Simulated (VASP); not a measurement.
# Au in VASP: further runs, part 2 of 2

VASP 6.6.1. The steps go on from the part before.

## (3) Single point, PBE (uniaxial strain along c: +2.0 %)

INCAR

```
SYSTEM = Au
PREC = Accurate ; ENCUT = 520
EDIFF = 1E-6 ; ISMEAR = 0
SIGMA = 0.1 ; LREAL = .False.
LASPH = .True. ; NELM = 80
ALGO = Normal ; ISIF = 2
LWAVE = .False. ; LCHARG = .False.
GGA = PE ; NBANDS = 18
```

KPOINTS

```
regular mesh
0
Gamma
  12 12 12
  0 0 0
```

POSCAR

```
Au
1.0
    3.2848024931      0.0000000000      0.0000000000
    0.0000000000      3.2848024931      0.0000000000
    0.0000000000      0.0000000000      3.3673352191
Au
2
Direct
    0.0000000000      0.0000000000      0.0000000000
    0.5000000000      0.5000000000      0.5000000000
```

Potentials or basis: VASP PAW PBE potentials, release 64 (Au).

On the command line:

```sh
cat potpaw_PBE.64/Au/POTCAR > POTCAR
mpirun -np 1 vasp_std > vasp.out
```

OUTCAR:

```text
SYSTEM = Au
   PREC = Accurate
   ENCUT = 520
   EDIFF = 1E-6
   ISMEAR = 0
   LREAL = .False.
   LASPH = .True.
   NELM = 80
   ISIF = 2
   GGA = PE

 ion  position               nearest neighbor table
   1  0.000  0.000  0.000-   2 2.87   2 2.87   2 2.87   2 2.87   2 2.87   2 2.87   2 2.87   2 2.87

   2  0.500  0.500  0.500-   1 2.87   1 2.87   1 2.87   1 2.87   1 2.87   1 2.87   1 2.87   1 2.87

  LATTYP: Found a simple tetragonal cell.
 ALAT       =     3.2848024931
 C/A-ratio  =     1.0251256282

  Lattice vectors:

 A1 = (   3.2848024931,   0.0000000000,   0.0000000000)
 A2 = (   0.0000000000,   3.2848024931,   0.0000000000)
 A3 = (   0.0000000000,   0.0000000000,   3.3673352191)

Analysis of symmetry for initial positions (statically):
=====================================================================
 Subroutine PRICEL returns following result:

  LATTYP: Found a body centered tetragonal cell.
 ALAT       =     3.2848024931
 C/A-ratio  =     1.0251256282

  Lattice vectors:

 A1 = (  -1.6424012465,  -1.6424012465,  -1.6836676096)
 A2 = (   1.6424012465,   1.6424012465,  -1.6836676096)
 A3 = (   1.6424012465,  -1.6424012466,   1.6836676096)
[... 175 lines left out ...]
  ext. energy  EPLUGINS =         0.00000000
  ---------------------------------------------------
  free energy    TOTEN  =        -6.40391106 eV

  energy without entropy =       -6.40061380  energy(sigma->0) =       -6.40226243

 E-fermi :   8.5223     XC(G=0): -12.3386

 val. band max:        8.5013421538   @ k =   0.4167   0.0000   0.2500
 cond. band min:       8.5452476574   @ k =   0.0833   0.0000   0.3333
 fundamental gap:      0.0439055037
 Fermi energy:         8.5222811841

 k-point     1 :       0.0000    0.0000    0.0000
  band No.  band energies     occupation
      1      -0.7434      2.00000
      2       2.1638      2.00000
      3       2.1753      2.00000
      4       3.8695      2.00000
      5       3.8695      2.00000
      6       4.0137      2.00000
[... 481 lines left out ...]
      5       4.6813      2.00000
      6       5.1960      2.00000
[... 10 lines left out ...]
     17      21.2898      0.00000
     18      22.6686      0.00000

 [... further k-points ...]
[... 5 lines left out ...]
  --------------------------------------------------------------------------------------
  -------------------------------------------------------------------------------------
  Total       -0.3113398     -0.3113398     -0.2800872      0.0000000      0.0000000      0.0000000
  in kB      -13.7290453    -13.7290453    -12.3509113      0.0000000      0.0000000      0.0000000
  external PRESSURE =     -13.2696673 kB  Pullay stress =       0.0000000 kB

 VOLUME and BASIS-vectors are now :
 -----------------------------------------------------------------------------
  energy-cutoff  :      520.00
  volume of cell :       36.33
      direct lattice vectors                 reciprocal lattice vectors
     3.284802493  0.000000000  0.000000000     0.304432307  0.000000000  0.000000000
     0.000000000  3.284802493  0.000000000     0.000000000  0.304432307  0.000000000
     0.000000000  0.000000000  3.367335219     0.000000000  0.000000000  0.296970731

 POSITION                                       TOTAL-FORCE (eV/Angst)
 -----------------------------------------------------------------------------------
      0.00000      0.00000      0.00000         0.000000     -0.000000      0.000000
      1.64240      1.64240      1.68367        -0.000000      0.000000     -0.000000
 -----------------------------------------------------------------------------------
    total drift:                                0.000000      0.000000     -0.000000

  FREE ENERGIE OF THE ION-ELECTRON SYSTEM (eV)
  ---------------------------------------------------
  free  energy   TOTEN  =        -6.4039110571 eV

  energy  without entropy=       -6.4006137993  energy(sigma->0) =       -6.40226243
```

OSZICAR:

```text
N       E                     dE             d eps       ncg     rms          rms(c)
DAV:   1     0.122300554314E+03    0.12230E+03   -0.11509E+04  7264   0.117E+03
DAV:   2    -0.482524977756E+01   -0.12713E+03   -0.12086E+03  7540   0.256E+02
DAV:   3    -0.693547587346E+01   -0.21102E+01   -0.20984E+01  7970   0.330E+01
DAV:   4    -0.694507860678E+01   -0.96027E-02   -0.96018E-02  7682   0.242E+00
DAV:   5    -0.694516819136E+01   -0.89585E-04   -0.89583E-04  7718   0.245E-01    0.106E+01
DAV:   6    -0.643783178982E+01    0.50734E+00   -0.10596E+00  7186   0.903E+00    0.700E+00
DAV:   7    -0.640748868630E+01    0.30343E-01   -0.81030E-02  7618   0.248E+00    0.353E+00
DAV:   8    -0.640392529332E+01    0.35634E-02   -0.38833E-03  7580   0.464E-01    0.337E-01
DAV:   9    -0.640389505130E+01    0.30242E-04   -0.31836E-05  7768   0.459E-02    0.212E-02
DAV:  10    -0.640391162428E+01   -0.16573E-04   -0.85791E-06  7644   0.281E-02    0.103E-02
DAV:  11    -0.640391105708E+01    0.56720E-06   -0.11530E-07  4032   0.254E-03
   1 F= -.64039111E+01 E0= -.64022624E+01  d E =-.329726E-02
```

Run time: 27 s. Hardware: 1 thread of AMD EPYC 9R45 (Zen 5), shared host; peak memory 0.19 GiB.

Results:

* Free energy: -6.4039 eV
* Pressure: -1.3 GPa
* Band gap on the k mesh: zero (band 11 reaches 11.32 eV, above the bottom of band 12 at 6.38 eV)

Stress tensor (GPa, compression positive):
```
-1.37  0.00  0.00
 0.00 -1.37  0.00
 0.00  0.00 -1.24
```

Caveat: the cell differs from its parent crystal (uniaxial strain along c: +2.0 %); spin-orbit coupling is left out, which moves the levels of the heavy elements.

## (4) Single point, PBE

This run uses another cell than the first one: it holds 1 atom, not 2.

INCAR

```
SYSTEM = Au
PREC = Accurate ; ENCUT = 520
EDIFF = 1E-6 ; ISMEAR = 0
SIGMA = 0.1 ; LREAL = .False.
LASPH = .True. ; NELM = 100
ALGO = Fast ; ISIF = 2
LWAVE = .False. ; LCHARG = .False.
GGA = PE ; NBANDS = 12
```

KPOINTS

```
regular mesh
0
Gamma
  18 18 18
  0 0 0
```

POSCAR

```
Au
1.0
   -1.5839572129      1.5839572129      1.5839572129
    1.5839572129     -1.5839572129      1.5839572129
    1.5839572129      1.5839572129     -1.5839572129
Au
1
Direct
    0.0000000000      0.0000000000      0.0000000000
```

On the command line:

```sh
cat potpaw_PBE.64/Au/POTCAR > POTCAR
mpirun -np 1 vasp_std > vasp.out
```

Wall time 15 s (1 thread of Intel Xeon Platinum 8559C (Emerald Rapids), shared host); peak memory 0.14 GiB.

It converged, with:

```
Free energy : -3.0622 eV
Pressure    : 24.6 GPa
```

Levels at points of the mesh, in eV from the Fermi level:
| k point | band 2 | band 3 | band 4 | band 5 | band 6 | band 7 | band 8 | band 9 | band 10 | band 11 |
| --- | --- | --- | --- | --- | --- | --- | --- | --- | --- | --- |
| (0.00, 0.00, 0.00) | -5.32 | -5.32 | -5.32 | -3.16 | -3.16 | 16.47 | 16.47 | 16.47 | 25.63 | 25.68 |
| (0.50, 0.00, 0.00) | -6.55 | -3.31 | -2.91 | -1.39 | -0.98 | 3.98 | 12.37 | 14.41 | 22.93 | 23.18 |
| (0.50, 0.50, 0.50) | -7.55 | -1.83 | -1.83 | -1.83 | 6.35 | 6.35 | 6.35 | 10.60 | 16.81 | 16.81 |

Caveat: spin-orbit coupling is left out, which moves the levels of the heavy elements.

## (5) Overview

```csv
cell,k mesh,gap on the mesh (eV),pressure (GPa)
"a = 3.374, b = 3.374, c = 3.169 Å, 2 atoms",12 × 12 × 12,none,-0.3
"a = 3.285, b = 3.285, c = 3.367 Å, 2 atoms",12 × 12 × 12,none,-1.3
"a = 2.743 Å, angles 109.5°, 1 atom",18 × 18 × 18,none,24.6
```

Alike in all rows: task single point; level PBE; potentials or basis VASP PAW PBE potentials, release 64 (Au); no spin polarisation; cutoff (eV) 520; smearing gaussian 0.1 eV.

Caveats: spin-orbit coupling is left out, which moves the levels of the heavy elements.

Absolute energies hang on the potentials; compare differences alone.
